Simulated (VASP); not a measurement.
Input of a VASP 6.6.1 run:

File INCAR:

```
ALGO = Normal ; EDIFF = 1E-6
ENCUT = 520 ; GGA = PE
ISIF = 2 ; ISMEAR = 0
LASPH = True ; LCHARG = True
LELF = True ; LREAL = Auto
LVHAR = True ; LWAVE = False
NBANDS = 52 ; NELM = 100
PREC = Accurate ; SIGMA = 0.02
```

The input KPOINTS:

```
k-points
0
Gamma
  2 2 2
```

Contents of POSCAR:

```
TiSi16
1.0
    0.0000000000      5.4300000000      5.4300000000
    5.4300000000      0.0000000000      5.4300000000
    5.4300000000      5.4300000000      0.0000000000
Si Ti
16 1
Direct
   -0.0028000781     -0.0036844761      0.0040952261
    0.1230885770      0.1202278131      0.1171290386
   -0.0007667561     -0.0020585828      0.5018634176
    0.1224336511      0.1198089321      0.6409244039
   -0.0011940521      0.5014169952     -0.0051346581
    0.1208227888      0.6341954675      0.1226535607
   -0.0012602817      0.5009763385      0.5056044684
    0.1321329201      0.6239147148      0.6220900567
    0.5035050748     -0.0023294089     -0.0067315120
    0.6354814819      0.1190562083      0.1226735122
    0.5029395049     -0.0023271502      0.5059964980
    0.6257276275      0.1319749893      0.6211457102
    0.5030494778      0.5016187213     -0.0021235098
    0.6251688889      0.6239425455      0.1268689430
    0.5027551522      0.5024261759      0.4974587678
    0.6250465216      0.6238458326      0.6243769304
    0.2493677013      0.2475506840      0.2519753464
```

Potentials or basis: VASP PAW PBE potentials, release 64 (Si, Ti_sv).

Run with:

```bash
$ cat potpaw_PBE.64/Si/POTCAR potpaw_PBE.64/Ti_sv/POTCAR > POTCAR
$ mpirun -np 1 vasp_std > vasp.out
```

(1) Estimate the pressure.

(2) Predict the band gap on the k mesh.

Results:

(1) 4.0 GPa.

(2) zero (bands 38 and 39 overlap by 0.40 eV).

Caveat: the k points lie up to 0.50 Å⁻¹ apart.
